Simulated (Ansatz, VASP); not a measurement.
# Two plane-wave programs on KTaO3

POSCAR

```
KTaO3
1.0
    3.8885925000      0.0000000000      0.0000000000
    0.0000000000      3.8885925000      0.0000000000
    0.0000000000      0.0000000000      3.8885925000
K Ta O
1 1 3
Direct
    0.5000000000      0.5000000000      0.5000000000
    0.0000000000      0.0000000000      0.0000000000
    0.5000000000      0.0000000000      0.0000000000
    0.0000000000      0.5000000000      0.0000000000
    0.0000000000      0.0000000000      0.5000000000
```

INCAR.step1

```
SYSTEM = KTaO3
ALGO = Normal ; EDIFF = 1E-4
ENCUT = 520 ; GGA = PE
ISMEAR = 0 ; LASPH = .True.
LCHARG = .False. ; LREAL = .False.
LWAVE = .True. ; NBANDS = 27
NELM = 60 ; PREC = Accurate
SIGMA = 0.05
```

Contents of INCAR.step2:

```
SYSTEM = KTaO3
ALGO = Normal ; EDIFF = 1E-7
ENCUT = 520 ; ISIF = 2
ISMEAR = 0 ; ISTART = 1
LASPH = .True. ; LCHARG = .False.
LMIXTAU = .True. ; LREAL = .False.
LWAVE = .False. ; METAGGA = R2SCAN
NBANDS = 27 ; NELM = 60
PREC = Accurate ; SIGMA = 0.05
```

Contents of KPOINTS:

```
k-points
0
Gamma
  6 6 6
  0 0 0
```

Input for Ansatz:

```yaml
crystal:
  lattice:
    - [3.8885925, 0.0, 0.0]
    - [0.0, 3.8885925, 0.0]
    - [0.0, 0.0, 3.8885925]
  atoms:
    - { symbol: K, position: [0.5, 0.5, 0.5] }
    - { symbol: Ta, position: [0.0, 0.0, 0.0] }
    - { symbol: O, position: [0.5, 0.0, 0.0] }
    - { symbol: O, position: [0.0, 0.5, 0.0] }
    - { symbol: O, position: [0.0, 0.0, 0.5] }
basis:
  ecutwfc: 500
kpoints:
  mp_grid: { grid: [6, 6, 6] }
hamiltonian:
  xc: r2scan
scf:
  occupations: { method: gaussian, width: 0.05 }
output:
  forces: true
  stress: true
  eigenvalues: true
```

Change from the starting cell: strain -0.025 along x and y, -0.025 along z, atoms carried along.

Alike in both runs: task single point; functional r2SCAN; k mesh 6 × 6 × 6; occupations gaussian, width 0.05 eV; no spin polarisation.

|  | VASP | Ansatz |
| --- | --- | --- |
| version | VASP 6.6.1 | Ansatz 0.2.0 |
| potentials or method | VASP PAW PBE potentials, release 64 (K_sv, Ta_pv, O), cutoff 520 eV | scalar-relativistic, plane waves, PAW |
| valence electrons in the cell | 38 | 40 |

Ansatz gave:

| Property | Result |
| --- | --- |
| gap on the k mesh at the Fermi level (eV) | 2.82 |
| least direct gap on the mesh (eV) | 3.41 |
| pressure (GPa) | 19.2 |

Q: Estimate VASP's values.

A: gap on the k mesh at the Fermi level (eV): 2.78; least direct gap on the mesh (eV): 3.39; pressure (GPa): 20.6.

VASP's potentials were made for PBE, not for r2SCAN. VASP's potentials hold 38 valence electrons a cell and Ansatz's 40, so a difference there can come from the potentials and not from the codes.

Neither program's run includes spin-orbit coupling.
